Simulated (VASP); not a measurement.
Set up this calculation in VASP 6.6.1, as the native input.

```
Task                   : single point
Functional             : PBE
Potentials or basis    : VASP PAW PBE potentials, release 64 (Co, O)
Cutoff                 : 520 eV
k mesh                 : 8 × 8 × 8
Occupations            : gaussian, width 0.1 eV
Spin                   : collinear spin, ferromagnetic start
Starting moments       : [2.83, 0.35] μB
Hubbard terms          : Co d U = 3.32 eV
Dipole correction      : no
Further INCAR settings : ALGO = Normal; EDIFF = 1e-06; NBANDS = 18
```

The structure of CoO lies in POSCAR:

```
CoO
1.0
    2.6602456836      0.0000000000      0.0000000000
    0.0000000000      2.6602456836      0.0000000000
    0.0000000000      0.0000000000      2.6602456836
Co O
1 1
Direct
    0.0000000000      0.0000000000      0.0000000000
    0.5000000000      0.5000000000      0.5000000000
```

The input as run:

INCAR

```
ALGO = Normal ; EDIFF = 1E-6
ENCUT = 520 ; GGA = PE
ISIF = 2 ; ISMEAR = 0
ISPIN = 2 ; LASPH = T
LCHARG = T ; LDAU = T
LDAUJ = 0 0 ; LDAUL = 2 -1
LDAUPRINT = 1 ; LDAUTYPE = 2
LDAUU = 3.32 0 ; LELF = T
LMAXMIX = 4 ; LORBIT = 11
LREAL = F ; LVHAR = T
LWAVE = F ; MAGMOM = 2.83 0.35
NBANDS = 18 ; NELM = 150
PREC = Accurate ; SIGMA = 0.1
```

KPOINTS

```
k-points
0
Gamma
  8 8 8
```

Potentials or basis: VASP PAW PBE potentials, release 64 (Co, O).

Command:

```console
$ cat potpaw_PBE.64/Co/POTCAR potpaw_PBE.64/O/POTCAR > POTCAR
$ mpirun -np 1 vasp_std > vasp.out
```

Results of the run:

```
Pressure                                              : -3.7 GPa
Band gap on the k mesh                                : 1.04 eV (least direct gap 1.61 eV)
Net moment                                            : 3.00 μB per cell
Site moments                                          : Co +2.69; O +0.26 μB
Valence electrons inside the program's atomic spheres : Co 7.70; O 4.95
```

Caveat: the cell stands under tension; a cell with one magnetic atom can't hold antiferromagnetic order, which such compounds often take.

Wall time 32 s on 1 thread of Intel Xeon 8259CL, with other jobs on the host, peak memory 0.14 GiB.
